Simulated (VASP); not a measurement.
**AlNi3: single point with PBE**

The system is AlNi3.

```
CELL_PARAMETERS angstrom
3.49387 0.00000 0.00000
0.00000 3.49387 0.00000
0.00000 0.00000 3.49387
ATOMIC_POSITIONS crystal
Al 0.00000 0.00000 0.00000
Ni 0.00000 0.50000 0.50000
Ni 0.50000 0.00000 0.50000
Ni 0.50000 0.50000 0.00000
```

This cell differs from its parent crystal: volume scaled by 0.94.

* Program: VASP 6.6.1
* Task: single point
* Functional: PBE
* Potentials or basis: VASP PAW PBE potentials, release 64 (Al, Ni)
* Cutoff: 520 eV
* k mesh: 12 × 12 × 12
* Occupations: gaussian, width 0.1 eV
* Spin: collinear spin, ferromagnetic start
* Starting moments: [0.0, 0.3, 0.3, 0.3] μB

```
Pressure                                              : 12.9 GPa
Net moment                                            : 0.68 μB per cell
Site moments                                          : Al -0.01; Ni +0.24 μB
Valence electrons inside the program's atomic spheres : Al 0.83; Ni 9.50
```

Levels at points of the mesh, in eV from the Fermi level:
Spin up:
```tsv
k point	band 14	band 15	band 16	band 17	band 18	band 19	band 20	band 21
(0.00, 0.00, 0.00)	-0.06	-0.06	-0.06	0.88	0.88	0.88	6.87	6.87
(0.50, 0.00, 0.00)	-1.24	-1.10	-0.52	-0.05	5.77	5.77	5.78	5.78
(0.50, 0.50, 0.00)	-1.27	-1.03	-1.02	-0.61	0.92	0.92	8.43	8.43
(0.50, 0.50, 0.50)	-1.13	-1.13	-0.25	-0.25	-0.25	-0.25	3.74	4.29
```
Spin down:
```
           k point  band 13  band 14  band 15  band 16  band 17  band 18  band 19  band 20
(0.00, 0.00, 0.00)     0.01     0.36     0.36     0.36     0.85     0.85     0.85     6.95
(0.50, 0.00, 0.00)    -1.00    -1.00    -0.88    -0.35     0.36     5.82     5.82     5.83
(0.50, 0.50, 0.00)    -1.22    -1.16    -0.84    -0.64    -0.49     1.20     1.20     8.47
(0.50, 0.50, 0.50)    -1.25    -0.96    -0.96    -0.27     0.11     0.11     0.11     3.83
```

Wall time 4.7 min on 1 thread of Oxide Virtual Turin-like Processor (shared host), peak memory 0.24 GiB.
